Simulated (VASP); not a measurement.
# MgSe (Fm-3m) in VASP: settings compared

MgSe is run at these levels: LDA, r2SCAN, r2SCAN+D4; tasks: single point.

Program: VASP 6.6.1. These are calculated values, not measurements. Logs are shortened: lines on timing, memory, paths and dates and some standing lists are left out, and cuts for length are marked.

### Step 1. The cell of the first run

The structure is cubic, space group Fm-3m (No. 225). Conventional cell: a = 5.473 Å, b = 5.473 Å, c = 5.473 Å, α = 90.00°, β = 90.00°, γ = 90.00°. Mg (site symmetry m-3m) has 6 Se at 2.74 Å within 3.6 Å. Within 3.6 Å of Se (site symmetry m-3m) lie 6 Mg at 2.74 Å.

### Step 2. Single point, LDA

INCAR

```
SYSTEM = MgSe
  PREC = Accurate
  ENCUT = 600
  EDIFF = 1E-6
  ISMEAR = 0
  SIGMA = 0.01
  LREAL = .FALSE.
  LASPH = .TRUE.
  NELM = 120
  ALGO = Normal
  ISIF = 2
  LWAVE = .FALSE.
  LCHARG = .TRUE.
  LELF = .TRUE.
  LVHAR = .TRUE.
  NBANDS = 11
  GGA_COMPAT = .FALSE.
```

KPOINTS

```
Automatic mesh
0
G
  4 4 4
  0 0 0
```

POSCAR

```
MgSe
1.0
    0.0000000000      2.7362693767      2.7362693767
    2.7362693767      0.0000000000      2.7362693767
    2.7362693767      2.7362693767      0.0000000000
Mg Se
1 1
Direct
    0.0000000000      0.0000000000      0.0000000000
    0.5000000000      0.5000000000      0.5000000000
```

Potentials or basis: VASP PAW LDA potentials, release 64 (Mg, Se).

Started as:

```
> cat potpaw_LDA.64/Mg/POTCAR potpaw_LDA.64/Se/POTCAR > POTCAR
> mpirun -np 1 vasp_std > vasp.out
```

OUTCAR:

```text
SYSTEM = MgSe
   PREC = Accurate
   ENCUT = 600
   EDIFF = 1E-6
   ISMEAR = 0
   LREAL = .FALSE.
   LASPH = .TRUE.
   NELM = 120
   ISIF = 2

 ion  position               nearest neighbor table
   1  0.000  0.000  0.000-   2 2.74   2 2.74   2 2.74   2 2.74   2 2.74   2 2.74
   2  0.500  0.500  0.500-   1 2.74   1 2.74   1 2.74   1 2.74   1 2.74   1 2.74

  LATTYP: Found a face centered cubic cell.
 ALAT       =     5.4725387534

  Lattice vectors:

 A1 = (   0.0000000000,   2.7362693767,   2.7362693767)
 A2 = (   2.7362693767,   0.0000000000,   2.7362693767)
 A3 = (   2.7362693767,   2.7362693767,   0.0000000000)

Analysis of symmetry for initial positions (statically):
=====================================================================
 Subroutine PRICEL returns:
 Original cell was already a primitive cell.

 Routine SETGRP: Setting up the symmetry group for a
 face centered cubic supercell.

 Subroutine GETGRP returns: Found 48 space group operations
 (whereof 48 operations were pure point group operations)
 out of a pool of 48 trial point group operations.

The static configuration has the point symmetry O_h .

Analysis of symmetry for dynamics (positions and initial velocities):
=====================================================================
 Subroutine PRICEL returns:
 Original cell was already a primitive cell.

 Routine SETGRP: Setting up the symmetry group for a
 face centered cubic supercell.

 Subroutine GETGRP returns: Found 48 space group operations
 (whereof 48 operations were pure point group operations)
 out of a pool of 48 trial point group operations.

The dynamic configuration has the point symmetry O_h .

 Subroutine INISYM returns: Found 48 space group operations
 (whereof 48 operations are pure point group operations),
 and found     1 'primitive' translations

----------------------------------------------------------------------------------------

                                     Primitive cell

  volume of cell :      40.9738

  direct lattice vectors                    reciprocal lattice vectors
     0.000000000  2.736269377  2.736269377    -0.182730547  0.182730547  0.182730547
     2.736269377  0.000000000  2.736269377     0.182730547 -0.182730547  0.182730547
     2.736269377  2.736269377  0.000000000     0.182730547  0.182730547 -0.182730547

  length of vectors
     3.869669263  3.869669263  3.869669263     0.316498592  0.316498592  0.316498592

  position of ions in fractional coordinates (direct lattice)
     0.000000000  0.000000000  0.000000000
     0.500000000  0.500000000  0.500000000

  ion indices of the primitive-cell ions
   primitive index   ion index
                 1           1
                 2           2

[... 68 lines left out ...]
   EFERMI =   0.00;   METHOD = LEGACY
   ISMEAR =     0;   SIGMA  =   0.01  broadening in eV -4-tet -1-fermi 0-gaus
   EFERMI_NEDOS =   21; number of points for ismear=-14 and -15
   IALGO  =     38    algorithm
   IMIX   =      4    mixing-type and parameters
     AMIX     =   0.40;   BMIX     =  1.00
     AMIX_MAG =   1.60;   BMIX_MAG =  1.00
  volume/ion in A,a.u.               =      20.49       138.25
  Fermi-wavevector in a.u.,A,eV,Ry     =   0.949735  1.794740 12.272420  0.901997
  Thomas-Fermi vector in A             =   2.078046
   LORBIT       =      0    0 simple, 1 ext, 2 COOP (PROOUT), +10 PAW based schemes
   GGA     = CA    functional components
   LHFCALC =     F    Hartree Fock is set to
   AEXX    =    0.0000 exact exchange contribution
   IVDW    =     0    specifies the selected vdW correction
   LEPSILON=     F    determine dielectric tensor
   LRPA    =     F    only Hartree local field effects (RPA)
 non-spin polarized calculation
 Gauss-broadening in eV      SIGMA  =   0.01
  energy-cutoff  :      600.00
  volume of cell :       40.97
 maximum number of plane-waves:      1384
 NGX is ok and might be reduce to    32
   NGX = 15   NGY = 15   NGZ = 15

 number of electron       8.0000000 magnetization

 Free energy of the ion-electron system (eV)
  ---------------------------------------------------
  ext. energy  EPLUGINS =         0.00000000
  ---------------------------------------------------
  free energy    TOTEN  =        -8.50743133 eV

  energy without entropy =       -8.50743133  energy(sigma->0) =       -8.50743133

 E-fermi :   3.2145     XC(G=0):  -9.6957

 val. band max:        3.1043970368   @ k =   0.0000   0.0000   0.0000
 cond. band min:       4.6946624339   @ k =   0.5000   0.5000   0.0000
 fundamental gap:      1.5902653971
 Fermi energy:         3.2144651776

 k-point     1 :       0.0000    0.0000    0.0000
  band No.  band energies     occupation
      1      -9.7980      2.00000
      2       3.1044      2.00000
      3       3.1044      2.00000
      4       3.1044      2.00000
      5       5.4030      0.00000
      6      10.4390      0.00000
      7      10.4390      0.00000
      8      10.4390      0.00000
      9      12.9957      0.00000
     10      12.9957      0.00000
     11      13.9380      0.00000
[... 85 lines left out ...]
 k-point     8 :      -0.2500    0.5000    0.2500
  band No.  band energies     occupation
      1      -8.3479      2.00000
      2      -0.1997      2.00000
      3      -0.1997      2.00000
      4       0.5311      2.00000
      5       7.4542      0.00000
      6       9.8654      0.00000
      7      10.5707      0.00000
      8      10.5707      0.00000
      9      15.8926      0.00000
     10      15.8926      0.00000
     11      17.6615      0.00000

------------------------ aborting loop because EDIFF is reached ----------------------------------------

  FORCE on cell =-STRESS in cart. coord.  units (eV):
  Direction    XX          YY          ZZ          XY          YZ          ZX
  --------------------------------------------------------------------------------------
  -------------------------------------------------------------------------------------
  Total       -0.6927901     -0.6927901     -0.6927901      0.0000000     -0.0000000      0.0000000
  in kB      -27.0897952    -27.0897952    -27.0897952      0.0000000     -0.0000000      0.0000000
  external PRESSURE =     -27.0897952 kB  Pullay stress =       0.0000000 kB

 VOLUME and BASIS-vectors are now :
 -----------------------------------------------------------------------------
  energy-cutoff  :      600.00
  volume of cell :       40.97
      direct lattice vectors                 reciprocal lattice vectors
     0.000000000  2.736269377  2.736269377    -0.182730547  0.182730547  0.182730547
     2.736269377  0.000000000  2.736269377     0.182730547 -0.182730547  0.182730547
     2.736269377  2.736269377  0.000000000     0.182730547  0.182730547 -0.182730547

 POSITION                                       TOTAL-FORCE (eV/Angst)
 -----------------------------------------------------------------------------------
      0.00000      0.00000      0.00000        -0.000000     -0.000000      0.000000
      2.73627      2.73627      2.73627         0.000000      0.000000      0.000000
 -----------------------------------------------------------------------------------
    total drift:                               -0.000000     -0.000000      0.000000

  FREE ENERGIE OF THE ION-ELECTRON SYSTEM (eV)
  ---------------------------------------------------
  free  energy   TOTEN  =        -8.5074313319 eV

  energy  without entropy=       -8.5074313319  energy(sigma->0) =       -8.50743133
```

stdout:

```text
POSCAR found type information on POSCAR MgSe
 POSCAR found :  2 types and       2 ions
 scaLAPACK will be used
 LDA part: xc-table for (Slater(with rela. corr.)+CA(PZ))
 , standard interpolation
 POSCAR, INCAR and KPOINTS ok, starting setup
 FFT: planning ... GRIDC
 FFT: planning ... GRID_SOFT
 FFT: planning ... GRID
 WAVECAR not read
 entering main loop
```

Run time: 4.1 s. Hardware: 1 thread of Intel Xeon Platinum 8375C at 2.90GHz (Ice Lake), shared host; peak memory 0.15 GiB.

What came out:

```yaml
Free_energy: -8.5074 eV
Pressure: -2.7 GPa
Band_gap_on_the_k_mesh: 1.59 eV (least direct gap 2.30 eV)
```

Caveat: the k points lie up to 0.50 Å⁻¹ apart. A k mesh can miss the band edges.

[end of part 1 of 2]
